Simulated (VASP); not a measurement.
Nb2P3:

```
CELL_PARAMETERS angstrom
4.98018 0.00000 0.00000
-2.49009 4.31297 0.00000
0.00000 0.00000 4.82603
ATOMIC_POSITIONS crystal
Nb 0.66667 0.33333 0.95425
Nb 0.33333 0.66667 0.95425
P 0.50000 0.00000 0.33333
P 0.00000 0.50000 0.33333
P 0.50000 0.50000 0.33333
```

```yaml
Program: VASP 6.6.1
Task: relaxation of cell and atoms
Functional: PBE
Potentials_or_basis: VASP PAW PBE potentials, release 64 (Nb_sv, P)
Cutoff: 600 eV
k_mesh: 6 × 6 × 4
Occupations: gaussian, width 0.1 eV
Spin: no spin polarisation
```

At the start: pressure 7.0 GPa; volume 20.73 Å³/atom.

How do energy, volume and symmetry change on relaxing?

Over 27 steps the energy falls by 607.5 meV/atom and the volume is 19.34 Å³/atom (-6.7 %); space group P6/mmm (No. 191, to 0.05 Å).

Step by step:
```tsv
step	energy change (eV)	largest force (eV/Å)	pressure (GPa)	volume (Å³)
1	0.0000	4.1049	6.98	103.66
2	-0.4750	0.3187	-15.51	117.76
3	-0.8221	0.7258	-8.74	111.19
4	-2.5761	0.9922	-6.02	100.95
5	21.2668	19.8511	196.57	67.56
6	-0.2762	7.3672	16.36	98.82
7	0.1129	3.6339	46.23	83.63
8	-0.7008	7.3502	26.56	91.17
9	-0.6881	6.4783	31.82	88.48
10	-0.8515	5.5574	31.89	88.03
11	-0.9839	3.6630	33.28	87.03
12	-1.1633	3.5378	31.07	87.71
13	-1.6404	3.1622	24.80	89.78
14	-2.3325	2.3788	13.98	93.99
15	-2.8076	1.1128	-1.74	102.72
16	-2.8083	1.1503	-1.28	102.40
17	-2.8258	1.0801	-1.26	102.17
18	-2.8727	0.8852	-1.12	101.49
19	-2.9459	0.6071	-0.59	100.14
20	-3.0040	0.1510	1.55	97.47
21	-3.0057	0.0245	1.05	97.95
22	-3.0210	0.0451	-0.17	98.39
23	-3.0248	0.0983	-1.18	98.77
24	-3.0310	0.0924	-0.80	98.14
25	-3.0365	0.0820	-0.12	97.04
26	-3.0369	0.0781	0.16	96.63
27	-3.0374	0.0347	-0.02	96.70
```

Final structure:
```
Nb P
1.0
     5.23392    0.00000    0.00000
    -2.61696    4.53271    0.00000
     0.00000    0.00000    4.07622
Nb P
2 3
Cartesian
  2.6170 1.5109 3.5921
  0.0000 3.0218 3.5921
  2.6170 0.0000 1.5571
  -1.3085 2.2664 1.5571
  1.3085 2.2664 1.5571
```
